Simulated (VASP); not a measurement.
Ta3AsAu2O13:

```
Ta As Au O
1.0
     5.24237    3.02668    4.14273
    -5.24237    3.02668    4.14273
     0.00000   -6.05337    4.14273
Ta As Au O
3 1 2 13
Direct
  0.23108 0.57229 0.23108
  0.23108 0.23108 0.57229
  0.57229 0.23108 0.23108
  0.55878 0.55878 0.55878
  0.96559 0.96559 0.96559
  0.75105 0.75105 0.75105
  0.40884 0.66762 0.40884
  0.40884 0.40884 0.66762
  0.66762 0.40884 0.40884
  0.49726 0.01313 0.36024
  0.36024 0.49726 0.01313
  0.01313 0.36024 0.49726
  0.36024 0.01313 0.49726
  0.01313 0.49726 0.36024
  0.49726 0.36024 0.01313
  0.10963 0.74806 0.10963
  0.10963 0.10963 0.74806
  0.74806 0.10963 0.10963
  0.30840 0.30840 0.30840
```

Base run:

- Program: VASP 6.6.1
- Functional: RPBE
- Potentials or basis: VASP PAW PBE potentials, release 64 (Ta_pv, As, Au, O)
- Cutoff: 520 eV
- k mesh: 3 × 3 × 3
- Occupations: fermi-dirac, width 0.05 eV
- Spin: no spin polarisation

Its results: band gap on the k mesh 1.13 eV (least direct gap 1.17 eV); pressure 2.7 GPa; largest force 0.383 eV/Å.

Q: After a change of settings the same cell gave: band gap on the k mesh 1.08 eV (least direct gap 1.11 eV); pressure 0.6 GPa; largest force 0.346 eV/Å. Which change was it?
A. functional from RPBE to PBE; k mesh from 3 × 3 × 3 to 5 × 5 × 5
B. functional from RPBE to PBEsol; k mesh from 3 × 3 × 3 to 4 × 4 × 4
C. functional from RPBE to PBEsol
D. k mesh from 3 × 3 × 3 to 4 × 4 × 4

A: A.

Caveats: spin-orbit coupling is left out, which moves the levels of the heavy elements; the PAW data sets were made with another functional, which shifts forces and pressure a little (at least some runs).
